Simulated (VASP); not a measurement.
# GaP (F-43m) in VASP: settings compared

The runs below take GaP through single point, with PBE+D4, PBEsol.

Program: VASP 6.6.1. These are calculated values, not measurements. Logs are shortened: lines on timing, memory, paths and dates and some standing lists are left out, and cuts for length are marked.

## 1. The cell of the first run

Symmetry: F-43m, No. 216, cubic system. The conventional cell has a = 5.506 Å, b = 5.506 Å, c = 5.506 Å, α = 90.00°, β = 90.00°, γ = 90.00°. Ga (site symmetry -43m) has 4 P at 2.38 Å within 3.1 Å. Within 3.1 Å of P (site symmetry -43m) lie 4 Ga at 2.38 Å.

## 2. Single point, PBE+D4

File INCAR:

```
PREC = Accurate
ENCUT = 500
EDIFF = 1E-6
ISMEAR = -4
SIGMA = 0.1
LREAL = False
LASPH = True
NELM = 120
ALGO = Normal
ISIF = 2
LWAVE = False
LCHARG = True
GGA = PE
IVDW = 13
LELF = True
LVHAR = True
NBANDS = 16
GGA_COMPAT = False
```

File KPOINTS:

```
Automatic mesh
0
Gamma
  10 10 10
```

File POSCAR:

```
GaP
1.0
    0.0000000000      2.7530800596      2.7530800596
    2.7530800596      0.0000000000      2.7530800596
    2.7530800596      2.7530800596      0.0000000000
Ga P
1 1
Direct
    0.0000000000      0.0000000000      0.0000000000
    0.7500000000      0.7500000000      0.7500000000
```

Potentials or basis: VASP PAW PBE potentials, release 64 (Ga_d, P).

The run is started by

```
$ cat potpaw_PBE.64/Ga_d/POTCAR potpaw_PBE.64/P/POTCAR > POTCAR
$ mpirun -np 1 vasp_std > vasp.out
```

OUTCAR:

```text
PREC = Accurate
   ENCUT = 500
   EDIFF = 1E-6
   ISMEAR = -4
   LREAL = False
   LASPH = True
   NELM = 120
   ISIF = 2
   GGA = PE
   IVDW = 13

 ion  position               nearest neighbor table
   1  0.000  0.000  0.000-   2 2.38   2 2.38   2 2.38   2 2.38
   2  0.750  0.750  0.750-   1 2.38   1 2.38   1 2.38   1 2.38

  LATTYP: Found a face centered cubic cell.
 ALAT       =     5.5061601192

  Lattice vectors:

 A1 = (   0.0000000000,   2.7530800596,   2.7530800596)
 A2 = (   2.7530800596,   0.0000000000,   2.7530800596)
 A3 = (   2.7530800596,   2.7530800596,   0.0000000000)

Analysis of symmetry for initial positions (statically):
=====================================================================
 Subroutine PRICEL returns:
 Original cell was already a primitive cell.

 Routine SETGRP: Setting up the symmetry group for a
 face centered cubic supercell.

 Subroutine GETGRP returns: Found 24 space group operations
 (whereof 24 operations were pure point group operations)
 out of a pool of 48 trial point group operations.

The static configuration has the point symmetry T_d .

Analysis of symmetry for dynamics (positions and initial velocities):
=====================================================================
 Subroutine PRICEL returns:
 Original cell was already a primitive cell.

 Routine SETGRP: Setting up the symmetry group for a
 face centered cubic supercell.

 Subroutine GETGRP returns: Found 24 space group operations
 (whereof 24 operations were pure point group operations)
 out of a pool of 48 trial point group operations.

The dynamic configuration has the point symmetry T_d .

 Subroutine INISYM returns: Found 24 space group operations
 (whereof 24 operations are pure point group operations),
 and found     1 'primitive' translations

----------------------------------------------------------------------------------------

                                     Primitive cell

  volume of cell :      41.7337

  direct lattice vectors                    reciprocal lattice vectors
     0.000000000  2.753080060  2.753080060    -0.181614769  0.181614769  0.181614769
     2.753080060  0.000000000  2.753080060     0.181614769 -0.181614769  0.181614769
     2.753080060  2.753080060  0.000000000     0.181614769  0.181614769 -0.181614769

  length of vectors
     3.893443159  3.893443159  3.893443159     0.314566008  0.314566008  0.314566008

  position of ions in fractional coordinates (direct lattice)
     0.000000000  0.000000000  0.000000000
     0.750000000  0.750000000  0.750000000

  ion indices of the primitive-cell ions
   primitive index   ion index
                 1           1
                 2           2

----------------------------------------------------------------------------------------

 KPOINTS: Automatic mesh

Automatic generation of k-mesh.
 Grid dimensions read from file:
 generate k-points for:   10   10   10

 Generating k-lattice:

  Cartesian coordinates                     Fractional coordinates (reciprocal lattice)
    -0.018161477  0.018161477  0.018161477     0.100000000  0.000000000  0.000000000
     0.018161477 -0.018161477  0.018161477     0.000000000  0.100000000  0.000000000
     0.018161477  0.018161477 -0.018161477     0.000000000  0.000000000  0.100000000

  Length of vectors
     0.031456601  0.031456601  0.031456601

  Shift w.r.t. Gamma in fractional coordinates (k-lattice)
     0.000000000  0.000000000  0.000000000

 TETIRR: Found    148 inequivalent tetrahedra from     6000

 Subroutine IBZKPT returns following result:
 ===========================================

 Found     47 irreducible k-points:

 Following reciprocal coordinates:
            Coordinates               Weight
  0.000000  0.000000  0.000000      1.000000
  0.100000  0.000000  0.000000      8.000000
  0.200000  0.000000  0.000000      8.000000
  0.300000  0.000000  0.000000      8.000000
  0.400000  0.000000  0.000000      8.000000
  0.500000  0.000000  0.000000      4.000000
[... 16 lines left out ...]
  0.300000  0.300000  0.000000      6.000000
  0.400000  0.300000  0.000000     24.000000
 [... further k-points ...]
   k-points           NKPTS =     47   k-points in BZ     NKDIM =     47   number of bands    NBANDS=     16
   number of dos      NEDOS =    301   number of ions     NIONS =      2
   total plane-waves  NPLWV =  21952
   dimension x,y,z NGX =    28 NGY =   28 NGZ =   28
   dimension x,y,z NGXF=    56 NGYF=   56 NGZF=   56
   ions per type =               1   1
   NGX,Y,Z   is equivalent  to a cutoff of  11.96, 11.96, 11.96 a.u.
   NGXF,Y,Z  is equivalent  to a cutoff of  23.91, 23.91, 23.91 a.u.
 SYSTEM =  unknown system
   PREC   = accura    normal or accurate (medium, high low for compatibility)
   ISTART =      0    job   : 0-new  1-cont  2-samecut
   ICHARG =      2    charge: 1-file 2-atom 10-const
   ISPIN  =      1    spin polarized calculation?
   LNONCOLLINEAR =      F non collinear calculations
   LSORBIT =      F    spin-orbit coupling
   LASPH  =      T    aspherical Exc in radial PAW
   ENCUT  =  500.0 eV  36.75 Ry    6.06 a.u.   7.10  7.10  7.10*2*pi/ulx,y,z
   NELM   =    120;   NELMIN=  2; NELMDL= -5     # of ELM steps
   EDIFF  = 0.1E-05   stopping-criterion for ELM
   LREAL  =      F    real-space projection
[... 7 lines left out ...]
   TEBEG  =    0.0;   TEEND  =   0.0 temperature during run
   PSTRESS=    0.0 pullay stress
   NELECT =      18.0000    total number of electrons
   NUPDOWN=      -1.0000    fix difference up-down
   EMIN   =  10.00;   EMAX   =-10.00  energy-range for DOS
   EFERMI =   0.00;   METHOD = LEGACY
   ISMEAR =    -4;   SIGMA  =   0.10  broadening in eV -4-tet -1-fermi 0-gaus
   EFERMI_NEDOS =   21; number of points for ismear=-14 and -15
   IALGO  =     38    algorithm
   IMIX   =      4    mixing-type and parameters
     AMIX     =   0.40;   BMIX     =  1.00
     AMIX_MAG =   1.60;   BMIX_MAG =  1.00
  volume/ion in A,a.u.               =      20.87       140.82
  Fermi-wavevector in a.u.,A,eV,Ry     =   1.236906  2.337414 20.816062  1.529937
  Thomas-Fermi vector in A             =   2.371496
   LORBIT       =      0    0 simple, 1 ext, 2 COOP (PROOUT), +10 PAW based schemes
   GGA     = PE    functional components
   LHFCALC =     F    Hartree Fock is set to
   AEXX    =    0.0000 exact exchange contribution
   IVDW    =    13    specifies the selected vdW correction
   LEPSILON=     F    determine dielectric tensor
   LRPA    =     F    only Hartree local field effects (RPA)
 non-spin polarized calculation
 Fermi weights with tetrahedron method witout Bloechl corrections
  energy-cutoff  :      500.00
  volume of cell :       41.73
 maximum number of plane-waves:      1073
   NGX = 15   NGY = 15   NGZ = 15

 number of electron      18.0000009 magnetization

 Free energy of the ion-electron system (eV)
  ---------------------------------------------------
  ext. energy  EPLUGINS =         0.00000000
  ---------------------------------------------------
  free energy    TOTEN  =        -9.12747941 eV

  energy without entropy =       -9.12747941  energy(sigma->0) =       -9.12747941

 E-fermi :   4.4360     XC(G=0):  -9.6954

 val. band max:        4.3448909630   @ k =   0.0000   0.0000   0.0000
 cond. band min:       5.9204142447   @ k =   0.0000   0.0000   0.0000
 fundamental gap:      1.5755232817
 Fermi energy:         4.4360189065

 k-point     1 :       0.0000    0.0000    0.0000
  band No.  band energies     occupation
      1     -10.1563      2.00000
      2     -10.1563      2.00000
      3     -10.1563      2.00000
      4     -10.0656      2.00000
      5     -10.0656      2.00000
      6      -7.9216      2.00000
[... 8 lines left out ...]
     15      14.0904      0.00000
     16      14.0904      0.00000

 k-point     2 :       0.1000    0.0000    0.0000
  band No.  band energies     occupation
      1     -10.1641      2.00000
      2     -10.1535      2.00000
      3     -10.1535      2.00000
      4     -10.0656      2.00000
      5     -10.0656      2.00000
      6      -7.7966      2.00000
[... 8 lines left out ...]
     15      13.6359      0.00000
     16      13.6359      0.00000

 k-point     3 :       0.2000    0.0000    0.0000
  band No.  band energies     occupation
      1     -10.1833      2.00000
      2     -10.1468      2.00000
      3     -10.1468      2.00000
      4     -10.0652      2.00000
      5     -10.0652      2.00000
      6      -7.4346      2.00000
[... 8 lines left out ...]
     15      13.2236      0.00000
     16      14.3454      0.00000

 k-point     4 :       0.3000    0.0000    0.0000
  band No.  band energies     occupation
      1     -10.2053      2.00000
      2     -10.1397      2.00000
      3     -10.1397      2.00000
      4     -10.0633      2.00000
      5     -10.0633      2.00000
      6      -6.8820      2.00000
[... 8 lines left out ...]
     15      13.6129      0.00000
     16      14.0027      0.00000
[... 324 lines left out ...]
 k-point    22 :      -0.2000    0.2000    0.0000
  band No.  band energies     occupation
      1     -10.2108      2.00000
      2     -10.1352      2.00000
      3     -10.1342      2.00000
      4     -10.0686      2.00000
      5     -10.0617      2.00000
      6      -6.6923      2.00000
[... 8 lines left out ...]
     15      15.4984      0.00000
     16      16.2356      0.00000

 k-point    23 :       0.3000    0.3000    0.0000
  band No.  band energies     occupation
      1     -10.2314      2.00000
      2     -10.1185      2.00000
      3     -10.1185      2.00000
      4     -10.0848      2.00000
      5     -10.0528      2.00000
      6      -6.5199      2.00000
[... 8 lines left out ...]
     15      15.4116      0.00000
     16      17.9004      0.00000

 k-point    24 :       0.4000    0.3000    0.0000
  band No.  band energies     occupation
      1     -10.2425      2.00000
      2     -10.1132      2.00000
      3     -10.1114      2.00000
      4     -10.0872      2.00000
      5     -10.0508      2.00000
      6      -6.0241      2.00000
[... 8 lines left out ...]
     15      16.0452      0.00000
     16      17.8902      0.00000

 [... further k-points ...]

------------------------ aborting loop because EDIFF is reached ----------------------------------------

  DFT-D4 for vdW energy calculation

  Edisp (eV):   -0.80107

  FORCE on cell =-STRESS in cart. coord.  units (eV):
  Direction    XX          YY          ZZ          XY          YZ          ZX
  --------------------------------------------------------------------------------------
  -------------------------------------------------------------------------------------
  Total      -0.83683    -0.83683    -0.83683    -0.00000     0.00000    -0.00000
  in kB     -32.12635   -32.12635   -32.12635    -0.00000     0.00000    -0.00000
  external pressure =      -32.13 kB  Pullay stress =        0.00 kB

 VOLUME and BASIS-vectors are now :
 -----------------------------------------------------------------------------
  energy-cutoff  :      500.00
  volume of cell :       41.73
      direct lattice vectors                 reciprocal lattice vectors
     0.000000000  2.753080060  2.753080060    -0.181614769  0.181614769  0.181614769
     2.753080060  0.000000000  2.753080060     0.181614769 -0.181614769  0.181614769
     2.753080060  2.753080060  0.000000000     0.181614769  0.181614769 -0.181614769

 POSITION                                       TOTAL-FORCE (eV/Angst)
 -----------------------------------------------------------------------------------
      0.00000      0.00000      0.00000         0.000000      0.000000      0.000000
      4.12962      4.12962      4.12962        -0.000000     -0.000000     -0.000000
 -----------------------------------------------------------------------------------
    total drift:                               -0.000001     -0.000001     -0.000001

  FREE ENERGIE OF THE ION-ELECTRON SYSTEM (eV)
  ---------------------------------------------------
  free  energy   TOTEN  =        -9.9285494791 eV

  energy  without entropy=       -9.9285494791  energy(sigma->0) =       -9.92854948
```

It took 28 s on 1 thread of AMD EPYC 7R43 (Zen 3), shared host; peak memory 0.14 GiB.

What came out:

| Quantity | Value |
| --- | --- |
| Free energy | -9.9285 eV |
| Pressure | -3.2 GPa |
| Band gap on the k mesh | 1.58 eV |
| Dispersion energy per atom | -0.401 eV |

Levels at points of the mesh, in eV from the valence-band top:
| k point | band 6 | band 7 | band 8 | band 9 | band 10 | band 11 | band 12 | band 13 |
| --- | --- | --- | --- | --- | --- | --- | --- | --- |
| (0.00, 0.00, 0.00) | -12.27 | 0.00 | 0.00 | 0.00 | 1.58 | 3.90 | 3.90 | 3.90 |
| (0.50, 0.00, 0.00) | -10.30 | -6.46 | -1.07 | -1.07 | 1.58 | 4.73 | 4.73 | 8.22 |
| (0.50, 0.50, 0.00) | -9.44 | -6.61 | -2.58 | -2.58 | 1.72 | 1.85 | 10.37 | 10.37 |

Caveat: the cell stands under tension. A k mesh can miss the band edges.

## 3. Single point, PBEsol

File INCAR:

```
SYSTEM = GaP
ALGO = Normal
EDIFF = 1E-6
ENCUT = 500
GGA = PS
GGA_COMPAT = .FALSE.
ISIF = 2
ISMEAR = 0
LASPH = .TRUE.
LCHARG = .FALSE.
LREAL = .FALSE.
LWAVE = .FALSE.
NBANDS = 16
NELM = 120
PREC = Accurate
SIGMA = 0.05
```

File KPOINTS:

```
k-points
0
G
  10 10 10
  0 0 0
```

POSCAR is that of step 2.

Potentials or basis: VASP PAW PBE potentials, release 64 (Ga_d, P).

The run is started by

```
$ cat potpaw_PBE.64/Ga_d/POTCAR potpaw_PBE.64/P/POTCAR > POTCAR
$ mpirun -np 1 vasp_std > vasp.out
```

OUTCAR:

```text
SYSTEM = GaP
   EDIFF = 1E-6
   ENCUT = 500
   GGA = PS
   ISIF = 2
   ISMEAR = 0
   LASPH = .TRUE.
   LREAL = .FALSE.
   NELM = 120
   PREC = Accurate

 ion  position               nearest neighbor table
   1  0.000  0.000  0.000-   2 2.38   2 2.38   2 2.38   2 2.38
   2  0.750  0.750  0.750-   1 2.38   1 2.38   1 2.38   1 2.38

  LATTYP: Found a face centered cubic cell.
 ALAT       =     5.5061601192

  Lattice vectors:

 A1 = (   0.0000000000,   2.7530800596,   2.7530800596)
 A2 = (   2.7530800596,   0.0000000000,   2.7530800596)
 A3 = (   2.7530800596,   2.7530800596,   0.0000000000)

Analysis of symmetry for initial positions (statically):
=====================================================================
 Subroutine PRICEL returns:
 Original cell was already a primitive cell.

 Routine SETGRP: Setting up the symmetry group for a
 face centered cubic supercell.

 Subroutine GETGRP returns: Found 24 space group operations
 (whereof 24 operations were pure point group operations)
 out of a pool of 48 trial point group operations.

[... 156 lines left out ...]
  ext. energy  EPLUGINS =         0.00000000
  ---------------------------------------------------
  free energy    TOTEN  =        -9.90867405 eV

  energy without entropy =       -9.90867405  energy(sigma->0) =       -9.90867405

 E-fermi :   4.5073     XC(G=0):  -9.8845

 val. band max:        4.2608148193   @ k =   0.0000   0.0000   0.0000
 cond. band min:       5.7546662467   @ k =   0.5000   0.0000   0.0000
 fundamental gap:      1.4938514275
 Fermi energy:         4.5073106512

 k-point     1 :       0.0000    0.0000    0.0000
  band No.  band energies     occupation
      1     -10.2286      2.00000
      2     -10.2286      2.00000
      3     -10.2286      2.00000
      4     -10.1368      2.00000
      5     -10.1368      2.00000
      6      -8.0365      2.00000
[... 433 lines left out ...]
      3     -10.1831      2.00000
      4     -10.1590      2.00000
      5     -10.1219      2.00000
      6      -6.1219      2.00000
[... 8 lines left out ...]
     15      15.9590      0.00000
     16      17.6840      0.00000

 [... further k-points ...]
[... 5 lines left out ...]
  --------------------------------------------------------------------------------------
  -------------------------------------------------------------------------------------
  Total       -0.7767841     -0.7767841     -0.7767841     -0.0000000      0.0000000     -0.0000000
  in kB      -29.8211516    -29.8211516    -29.8211516     -0.0000000      0.0000000     -0.0000000
  external PRESSURE =     -29.8211516 kB  Pullay stress =       0.0000000 kB

 VOLUME and BASIS-vectors are now :
 -----------------------------------------------------------------------------
  energy-cutoff  :      500.00
  volume of cell :       41.73
      direct lattice vectors                 reciprocal lattice vectors
     0.000000000  2.753080060  2.753080060    -0.181614769  0.181614769  0.181614769
     2.753080060  0.000000000  2.753080060     0.181614769 -0.181614769  0.181614769
     2.753080060  2.753080060  0.000000000     0.181614769  0.181614769 -0.181614769

 POSITION                                       TOTAL-FORCE (eV/Angst)
 -----------------------------------------------------------------------------------
      0.00000      0.00000      0.00000         0.000000     -0.000000     -0.000000
      4.12962      4.12962      4.12962        -0.000000      0.000000      0.000000
 -----------------------------------------------------------------------------------
    total drift:                               -0.000001     -0.000001     -0.000001

  FREE ENERGIE OF THE ION-ELECTRON SYSTEM (eV)
  ---------------------------------------------------
  free  energy   TOTEN  =        -9.9086740538 eV

  energy  without entropy=       -9.9086740538  energy(sigma->0) =       -9.90867405
```

OSZICAR:

```text
N       E                     dE             d eps       ncg     rms          rms(c)
DAV:   1     0.771769189572E+02    0.77177E+02   -0.87478E+03  1544   0.154E+03
DAV:   2    -0.409546435735E+01   -0.81272E+02   -0.77348E+02  1704   0.297E+02
DAV:   3    -0.100844967988E+02   -0.59890E+01   -0.59685E+01  1944   0.640E+01
DAV:   4    -0.101789053950E+02   -0.94409E-01   -0.94387E-01  1848   0.873E+00
DAV:   5    -0.101808747804E+02   -0.19694E-02   -0.19693E-02  1888   0.109E+00    0.397E+00
DAV:   6    -0.994614473718E+01    0.23473E+00   -0.34756E-01  2360   0.109E+01    0.251E+00
DAV:   7    -0.991123828459E+01    0.34906E-01   -0.74375E-02  2064   0.206E+00    0.953E-01
DAV:   8    -0.990845703709E+01    0.27812E-02   -0.11367E-02  1784   0.122E+00    0.154E-01
DAV:   9    -0.990861698061E+01   -0.15994E-03   -0.97077E-04  2224   0.425E-01    0.648E-02
DAV:  10    -0.990864602891E+01   -0.29048E-04   -0.56448E-05  2088   0.761E-02    0.290E-02
DAV:  11    -0.990867414738E+01   -0.28118E-04   -0.29119E-05  1760   0.539E-02    0.560E-03
DAV:  12    -0.990867405382E+01    0.93560E-07   -0.93197E-07  1456   0.102E-02
   1 F= -.99086741E+01 E0= -.99086741E+01  d E =-.235704E-14
```

stdout:

```text
POSCAR found type information on POSCAR GaP
 POSCAR found :  2 types and       2 ions
 scaLAPACK will be used
 -----------------------------------------------------------------------------
|                                                                             |
|                                                                             |
|     You enforced a specific xc type in the INCAR file but a different       |
|     I HOPE YOU KNOW WHAT YOU ARE DOING!                                     |
|                                                                             |
 -----------------------------------------------------------------------------

 LDA part: xc-table for (Slater+PW92), standard interpolation
 POSCAR, INCAR and KPOINTS ok, starting setup
 FFT: planning ... GRIDC
 FFT: planning ... GRID_SOFT
 FFT: planning ... GRID
 WAVECAR not read
 entering main loop
```

Run time: 29 s. Hardware: 1 thread of AMD EPYC 7R43 (Zen 3), shared host; peak memory 0.13 GiB.

Results:

| Quantity | Value |
| --- | --- |
| Free energy | -9.9087 eV |
| Pressure | -3.0 GPa |
| Band gap on the k mesh | 1.49 eV (least direct gap 1.50 eV) |

Caveat: the PAW data sets were made with another functional, which shifts forces and pressure a little. A k mesh can miss the band edges.
